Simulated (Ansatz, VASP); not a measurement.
One calculation of CsTa4, two programs

```
CELL_PARAMETERS angstrom
4.92145 0.00000 0.00000
0.00000 4.92145 0.00000
0.00000 0.00000 4.92145
ATOMIC_POSITIONS crystal
Cs 0.50000 0.50000 0.50000
Ta 0.00000 0.00000 0.00000
Ta 0.50000 0.50000 0.00000
Ta 0.50000 0.00000 0.50000
Ta 0.00000 0.50000 0.50000
```

Change from the starting cell: species swapped into the Ni4N type (Pm-3m, No. 221).

Alike in both runs: functional PBE; k mesh 8 × 8 × 8; occupations gaussian, width 0.1 eV; no spin polarisation.

Ansatz relaxed the structure, and its values are those at the end. VASP's run is a single point on that final structure, the one shown.

|  | VASP | Ansatz |
| --- | --- | --- |
| version | VASP 6.6.1 | Ansatz 0.2.0 |
| potentials or method | VASP PAW PBE potentials, release 64 (Cs_sv, Ta_sv_GW), cutoff 500 eV | scalar-relativistic, plane waves, PAW |
| valence electrons in the cell | 61 | 61 |

Ansatz gave:

* gap on the k mesh at the Fermi level (eV): none
* pressure (GPa): 0.0

Task: Estimate VASP's values.

Result: gap on the k mesh at the Fermi level (eV): none; pressure (GPa): 2.4.

A gap of «none» marks a metal or a gap that the smearing closes.

Spin-orbit coupling is off throughout.
